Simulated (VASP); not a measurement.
# Pb2O (Pn-3m) in VASP: further runs

The runs below take Pb2O through single point, with r2SCAN.

All numbers are computed with VASP 6.6.1; they aren't measurements. Logs are shortened: lines on timing, memory, paths and dates and some standing lists are left out, and cuts for length are marked.

## Step 1: The cell of the first run

It takes space group Pn-3m (No. 224, cubic). The conventional cell has a = 5.302 Å, b = 5.302 Å, c = 5.302 Å, α = 90.00°, β = 90.00°, γ = 90.00°. Pb (site symmetry -3m) has 2 O at 2.30 Å within 3.0 Å. O (site symmetry -43m) has 4 Pb at 2.30 Å within 3.0 Å.

## Step 2: Single point, r2SCAN

The input, POSCAR:

```
Pb2O
1.0
    5.3021662200      0.0000000000      0.0000000000
    0.0000000000      5.3021662200      0.0000000000
    0.0000000000      0.0000000000      5.3021662200
Pb O
4 2
Direct
    0.2500000000      0.2500000000      0.2500000000
    0.7500000000      0.7500000000      0.2500000000
    0.2500000000      0.7500000000      0.7500000000
    0.7500000000      0.2500000000      0.7500000000
    0.0000000000      0.0000000000      0.0000000000
    0.5000000000      0.5000000000      0.5000000000
```

The input, INCAR.step1:

```
PREC = Accurate
ENCUT = 520
ISMEAR = -1
SIGMA = 0.1
LREAL = F
LASPH = T
NELM = 80
NBANDS = 43
GGA = PE
ALGO = Normal
EDIFF = 1E-4
LWAVE = T
LCHARG = F
```

The input, INCAR.step2:

```
PREC = Accurate
ENCUT = 520
EDIFF = 1E-6
ISMEAR = -1
SIGMA = 0.1
LREAL = F
LASPH = T
NELM = 80
ALGO = Normal
ISIF = 2
LWAVE = F
LCHARG = F
METAGGA = R2SCAN
LMIXTAU = T
NBANDS = 43
ISTART = 1
```

The input, KPOINTS:

```
Automatic mesh
0
Gamma
  6 6 6
```

Potentials or basis: VASP PAW PBE potentials, release 64 (Pb_d, O).

On the command line:

```
$ cat potpaw_PBE.64/Pb_d/POTCAR potpaw_PBE.64/O/POTCAR > POTCAR
$ cp INCAR.step1 INCAR
$ mpirun -np 1 vasp_std > vasp.out
$ cp INCAR.step2 INCAR
$ mpirun -np 1 vasp_std > vasp.out
```

OUTCAR:

```text
PREC = Accurate
   ENCUT = 520
   EDIFF = 1E-6
   ISMEAR = -1
   LREAL = F
   LASPH = T
   NELM = 80
   ISIF = 2
   METAGGA = R2SCAN
   ISTART = 1

 ion  position               nearest neighbor table
   1  0.250  0.250  0.250-   5 2.30   6 2.30   4 3.75   2 3.75   3 3.75   3 3.75   4 3.75   2 3.75
                             3 3.75   3 3.75   2 3.75   4 3.75   4 3.75   2 3.75
   2  0.750  0.750  0.250-   5 2.30   6 2.30   4 3.75   1 3.75   3 3.75   3 3.75   4 3.75   1 3.75
                             4 3.75   4 3.75   1 3.75   3 3.75   3 3.75   1 3.75
   3  0.250  0.750  0.750-   5 2.30   6 2.30   4 3.75   1 3.75   2 3.75   1 3.75   2 3.75   1 3.75
                             4 3.75   1 3.75   2 3.75   4 3.75   2 3.75   4 3.75
   4  0.750  0.250  0.750-   5 2.30   6 2.30   3 3.75   1 3.75   2 3.75   1 3.75   2 3.75   2 3.75
                             3 3.75   2 3.75   1 3.75   3 3.75   1 3.75   3 3.75
   5  0.000  0.000  0.000-   1 2.30   2 2.30   3 2.30   4 2.30
   6  0.500  0.500  0.500-   1 2.30   2 2.30   3 2.30   4 2.30

  LATTYP: Found a simple cubic cell.
 ALAT       =     5.3021662200

  Lattice vectors:

 A1 = (   5.3021662200,   0.0000000000,   0.0000000000)
 A2 = (   0.0000000000,   5.3021662200,   0.0000000000)
 A3 = (   0.0000000000,   0.0000000000,   5.3021662200)

Analysis of symmetry for initial positions (statically):
=====================================================================
 Subroutine PRICEL returns:
 Original cell was already a primitive cell.

 Routine SETGRP: Setting up the symmetry group for a
 simple cubic supercell.

 Subroutine GETGRP returns: Found 48 space group operations
 (whereof 24 operations were pure point group operations)
 out of a pool of 48 trial point group operations.

The static configuration has the point symmetry T_d .
 The point group associated with its full space group is O_h .

Analysis of symmetry for dynamics (positions and initial velocities):
=====================================================================
 Subroutine PRICEL returns:
 Original cell was already a primitive cell.

 Routine SETGRP: Setting up the symmetry group for a
 simple cubic supercell.

 Subroutine GETGRP returns: Found 48 space group operations
 (whereof 24 operations were pure point group operations)
 out of a pool of 48 trial point group operations.

The dynamic configuration has the point symmetry T_d .
 The point group associated with its full space group is O_h .

 Subroutine INISYM returns: Found 48 space group operations
 (whereof 24 operations are pure point group operations),
 and found     1 'primitive' translations

----------------------------------------------------------------------------------------

                                     Primitive cell

  volume of cell :     149.0596

  direct lattice vectors                    reciprocal lattice vectors
     5.302166220  0.000000000  0.000000000     0.188602160  0.000000000  0.000000000
     0.000000000  5.302166220  0.000000000     0.000000000  0.188602160  0.000000000
     0.000000000  0.000000000  5.302166220     0.000000000  0.000000000  0.188602160

  length of vectors
     5.302166220  5.302166220  5.302166220     0.188602160  0.188602160  0.188602160

  position of ions in fractional coordinates (direct lattice)
     0.250000000  0.250000000  0.250000000
     0.750000000  0.750000000  0.250000000
     0.250000000  0.750000000  0.750000000
     0.750000000  0.250000000  0.750000000
     0.000000000  0.000000000  0.000000000
     0.500000000  0.500000000  0.500000000

  ion indices of the primitive-cell ions
   primitive index   ion index
                 1           1
                 2           2
                 3           3
                 4           4
                 5           5
                 6           6

----------------------------------------------------------------------------------------

 KPOINTS: Automatic mesh

Automatic generation of k-mesh.
 Grid dimensions read from file:
 generate k-points for:    6    6    6

 Generating k-lattice:

  Cartesian coordinates                     Fractional coordinates (reciprocal lattice)
     0.031433693  0.000000000  0.000000000     0.166666667  0.000000000  0.000000000
     0.000000000  0.031433693  0.000000000     0.000000000  0.166666667  0.000000000
     0.000000000  0.000000000  0.031433693     0.000000000  0.000000000  0.166666667

  Length of vectors
     0.031433693  0.031433693  0.031433693

  Shift w.r.t. Gamma in fractional coordinates (k-lattice)
     0.000000000  0.000000000  0.000000000

 Subroutine IBZKPT returns following result:
 ===========================================

 Found     20 irreducible k-points:

 Following reciprocal coordinates:
            Coordinates               Weight
  0.000000  0.000000  0.000000      1.000000
  0.166667  0.000000  0.000000      6.000000
  0.333333  0.000000  0.000000      6.000000
  0.500000  0.000000  0.000000      3.000000
  0.166667  0.166667  0.000000     12.000000
  0.333333  0.166667  0.000000     24.000000
[... 12 lines left out ...]
  0.500000  0.500000  0.333333      6.000000
  0.500000  0.500000  0.500000      1.000000
   k-points           NKPTS =     20   k-points in BZ     NKDIM =     20   number of bands    NBANDS=     43
   number of dos      NEDOS =    301   number of ions     NIONS =      6
   total plane-waves  NPLWV =  64000
   dimension x,y,z NGX =    40 NGY =   40 NGZ =   40
   dimension x,y,z NGXF=    80 NGYF=   80 NGZF=   80
   ions per type =               4   2
   NGX,Y,Z   is equivalent  to a cutoff of  12.54, 12.54, 12.54 a.u.
   NGXF,Y,Z  is equivalent  to a cutoff of  25.08, 25.08, 25.08 a.u.
 SYSTEM =  unknown system
   PREC   = accura    normal or accurate (medium, high low for compatibility)
   ISTART =      1    job   : 0-new  1-cont  2-samecut
   ICHARG =      0    charge: 1-file 2-atom 10-const
   ISPIN  =      1    spin polarized calculation?
   LNONCOLLINEAR =      F non collinear calculations
   LSORBIT =      F    spin-orbit coupling
   LASPH  =      T    aspherical Exc in radial PAW
   ENCUT  =  520.0 eV  38.22 Ry    6.18 a.u.   9.86  9.86  9.86*2*pi/ulx,y,z
   NELM   =     80;   NELMIN=  2; NELMDL=  0     # of ELM steps
   EDIFF  = 0.1E-05   stopping-criterion for ELM
   LREAL  =      F    real-space projection
   EDIFFG = 0.1E-04   stopping-criterion for IOM
   NSW    =      0    number of steps for IOM
   IBRION =     -1    ionic relax: 0-MD 1-quasi-New 2-CG
   NFREE  =      0    steps in history (QN), initial steepest desc. (CG)
   ISIF   =      2    stress and relaxation
   ISYM   =      2    0-nonsym 1-usesym 2-fastsym
   POTIM  = 0.5000    time-step for ionic-motion
   TEBEG  =    0.0;   TEEND  =   0.0 temperature during run
   PSTRESS=    0.0 pullay stress
   NELECT =      68.0000    total number of electrons
   NUPDOWN=      -1.0000    fix difference up-down
   EMIN   =  10.00;   EMAX   =-10.00  energy-range for DOS
   EFERMI =   0.00;   METHOD = LEGACY
   ISMEAR =    -1;   SIGMA  =   0.10  broadening in eV -4-tet -1-fermi 0-gaus
   EFERMI_NEDOS =   21; number of points for ismear=-14 and -15
   IALGO  =     38    algorithm
   IMIX   =      4    mixing-type and parameters
     AMIX     =   0.40;   BMIX     =  1.00
     AMIX_MAG =   1.60;   BMIX_MAG =  1.00
  volume/ion in A,a.u.               =      24.84       167.65
  Fermi-wavevector in a.u.,A,eV,Ry     =   1.260253  2.381533 21.609290  1.588238
  Thomas-Fermi vector in A             =   2.393772
   LORBIT       =      0    0 simple, 1 ext, 2 COOP (PROOUT), +10 PAW based schemes
   METAGGA = R2SCAN    functional components
   LHFCALC =     F    Hartree Fock is set to
   AEXX    =    0.0000 exact exchange contribution
   IVDW    =     0    specifies the selected vdW correction
   LEPSILON=     F    determine dielectric tensor
   LRPA    =     F    only Hartree local field effects (RPA)
 non-spin polarized calculation
  energy-cutoff  :      520.00
  volume of cell :      149.06
 maximum number of plane-waves:      4032
 NGX is ok and might be reduce to    40
   NGX = 19   NGY = 19   NGZ = 19

 number of electron      68.0000000 magnetization

 Free energy of the ion-electron system (eV)
  ---------------------------------------------------
  ext. energy  EPLUGINS =         0.00000000
  ---------------------------------------------------
  free energy    TOTEN  =      -239.60622033 eV

  energy without entropy =     -239.55859761  energy(sigma->0) =     -239.58240897

 E-fermi :   5.2894     XC(G=0): -10.3579

 val. band max:        5.2798027585   @ k =   0.5000   0.3333   0.3333
 cond. band min:       5.3651695144   @ k =   0.5000   0.1667   0.1667
 fundamental gap:      0.0853667559
 Fermi energy:         5.2894485686

 k-point     1 :       0.0000    0.0000    0.0000
  band No.  band energies     occupation
      1     -14.5759      2.00000
      2     -13.4710      2.00000
      3     -11.8041      2.00000
      4     -11.8041      2.00000
      5     -11.7386      2.00000
      6     -11.7386      2.00000
[... 35 lines left out ...]
     42      11.5086      0.00000
     43      11.5086      0.00000

 k-point     2 :       0.1667    0.0000    0.0000
  band No.  band energies     occupation
      1     -14.5232      2.00000
      2     -13.5871      2.00000
      3     -11.7959      2.00000
      4     -11.7880      2.00000
      5     -11.7342      2.00000
      6     -11.7287      2.00000
[... 35 lines left out ...]
     42      11.8894      0.00000
     43      11.9120      0.00000

 k-point     3 :       0.3333    0.0000    0.0000
  band No.  band energies     occupation
      1     -14.3700      2.00000
      2     -13.8494      2.00000
      3     -11.7745      2.00000
      4     -11.7439      2.00000
      5     -11.7342      2.00000
      6     -11.7043      2.00000
[... 735 lines left out ...]
      6     -11.7151      2.00000
[... 35 lines left out ...]
     42      13.4088      0.00000
     43      13.4820      0.00000

 k-point    20 :       0.5000    0.5000    0.5000
  band No.  band energies     occupation
      1     -14.5653      2.00000
      2     -13.4862      2.00000
      3     -11.7323      2.00000
      4     -11.7323      2.00000
      5     -11.7323      2.00000
      6     -11.7198      2.00000
[... 35 lines left out ...]
     42      13.7983      0.00000
     43      13.7983      0.00000

------------------------ aborting loop because EDIFF is reached ----------------------------------------

  FORCE on cell =-STRESS in cart. coord.  units (eV):
  Direction    XX          YY          ZZ          XY          YZ          ZX
  --------------------------------------------------------------------------------------
  -------------------------------------------------------------------------------------
  Total        3.7533895      3.7533895      3.7533895      0.0000000      0.0000000     -0.0000000
  in kB       40.3435583     40.3435583     40.3435583      0.0000000      0.0000000     -0.0000000
  external PRESSURE =      40.3435583 kB  Pullay stress =       0.0000000 kB

 VOLUME and BASIS-vectors are now :
 -----------------------------------------------------------------------------
  energy-cutoff  :      520.00
  volume of cell :      149.06
      direct lattice vectors                 reciprocal lattice vectors
     5.302166220  0.000000000  0.000000000     0.188602160  0.000000000  0.000000000
     0.000000000  5.302166220  0.000000000     0.000000000  0.188602160  0.000000000
     0.000000000  0.000000000  5.302166220     0.000000000  0.000000000  0.188602160

 POSITION                                       TOTAL-FORCE (eV/Angst)
 -----------------------------------------------------------------------------------
      1.32554      1.32554      1.32554         0.000000     -0.000000      0.000000
      3.97662      3.97662      1.32554        -0.000000      0.000000      0.000000
      1.32554      3.97662      3.97662         0.000000     -0.000000     -0.000000
      3.97662      1.32554      3.97662         0.000000      0.000000     -0.000000
      0.00000      0.00000      0.00000        -0.000000      0.000000      0.000000
      2.65108      2.65108      2.65108        -0.000000      0.000000      0.000000
 -----------------------------------------------------------------------------------
    total drift:                                0.000000      0.000000     -0.000000

  FREE ENERGIE OF THE ION-ELECTRON SYSTEM (eV)
  ---------------------------------------------------
  free  energy   TOTEN  =      -239.6062203262 eV

  energy  without entropy=     -239.5585976086  energy(sigma->0) =     -239.58240897
```

Run time: 5.1 min. Hardware: 1 thread of AMD EPYC 9R45 (Zen 5), shared host; peak memory 0.27 GiB.

Results:

```
Free energy            : -239.6062 eV
Pressure               : 4.0 GPa
Band gap on the k mesh : zero (bands 34 and 35 overlap by 1.01 eV)
```

Caveat: the cell stands under pressure; the PAW data sets were made with another functional, which shifts forces and pressure a little; spin-orbit coupling is left out, which moves the levels of the heavy elements.

## Step 3: Single point, r2SCAN

This run uses another cell than the first one, of 25.37 Å³/atom.

Changes to POSCAR since step 2:

```diff
@@ -2,5 +2,5 @@
 1.0
-    5.3021662200      0.0000000000      0.0000000000
-    0.0000000000      5.3021662200      0.0000000000
-    0.0000000000      0.0000000000      5.3021662200
+    5.3395066500      0.0000000000      0.0000000000
+    0.0000000000      5.3395066500      0.0000000000
+    0.0000000000      0.0000000000      5.3395066500
 Pb O
```

The input, INCAR.step1:

```
SYSTEM = Pb2O
PREC     = Accurate       ! precision mode
ENCUT    = 520            ! plane-wave cutoff, eV
ISMEAR   = -1             ! smearing method
SIGMA    = 0.1            ! smearing width, eV
LREAL    = .False.        ! projectors in reciprocal space
LASPH    = .True.         ! aspherical terms in the spheres
NELM     = 100            ! most SCF steps
NBANDS   = 43             ! bands
GGA      = PE             ! functional
ALGO     = Normal         ! electronic algorithm
EDIFF    = 1E-4           ! SCF threshold, eV
LWAVE    = .True.         ! write WAVECAR
LCHARG   = .False.        ! write CHGCAR
```

The input, INCAR.step2:

```
SYSTEM = Pb2O
PREC     = Accurate       ! precision mode
ENCUT    = 520            ! plane-wave cutoff, eV
EDIFF    = 1E-7           ! SCF threshold, eV
ISMEAR   = -1             ! smearing method
SIGMA    = 0.1            ! smearing width, eV
LREAL    = .False.        ! projectors in reciprocal space
LASPH    = .True.         ! aspherical terms in the spheres
NELM     = 100            ! most SCF steps
ALGO     = Normal         ! electronic algorithm
ISIF     = 2              ! what is computed and relaxed
LWAVE    = .False.        ! write WAVECAR
LCHARG   = .False.        ! write CHGCAR
METAGGA  = R2SCAN         ! meta-GGA
LMIXTAU  = .True.       
NBANDS   = 43             ! bands
ISTART   = 1
```

The input, KPOINTS:

```
regular mesh
0
Gamma
  6 6 6
  0 0 0
```

Potentials or basis: VASP PAW PBE potentials, release 64 (Pb_d, O).

On the command line:

```
$ cat potpaw_PBE.64/Pb_d/POTCAR potpaw_PBE.64/O/POTCAR > POTCAR
$ cp INCAR.step1 INCAR
$ mpirun -np 1 vasp_std > vasp.out
$ cp INCAR.step2 INCAR
$ mpirun -np 1 vasp_std > vasp.out
```

Wall time 5.1 min (1 thread of AMD EPYC 9R45 (Zen 5), shared host); peak memory 0.28 GiB.

The run converged. Its results:

```
Free energy            : -239.6739 eV
Pressure               : 2.6 GPa
Band gap on the k mesh : zero (bands 34 and 35 overlap by 1.02 eV)
```

Levels at points of the mesh, in eV from the Fermi level:
```tsv
k point	band 31	band 32	band 33	band 34	band 35	band 36	band 37	band 38
(0.00, 0.00, 0.00)	-2.19	-0.58	-0.58	-0.58	2.19	2.19	2.19	3.16
(0.50, 0.00, 0.00)	-1.03	-1.03	-0.63	-0.63	1.21	1.21	2.08	2.08
(0.50, 0.50, 0.00)	-1.26	-1.26	-0.17	-0.17	1.63	1.63	2.06	2.06
(0.50, 0.50, 0.50)	-0.95	-0.95	-0.94	-0.94	-0.94	1.72	4.93	4.93
```

Caveat: the PAW data sets were made with another functional, which shifts forces and pressure a little; spin-orbit coupling is left out, which moves the levels of the heavy elements.

The gap in the log of VASP goes by the Fermi energy; the results here count the filled bands.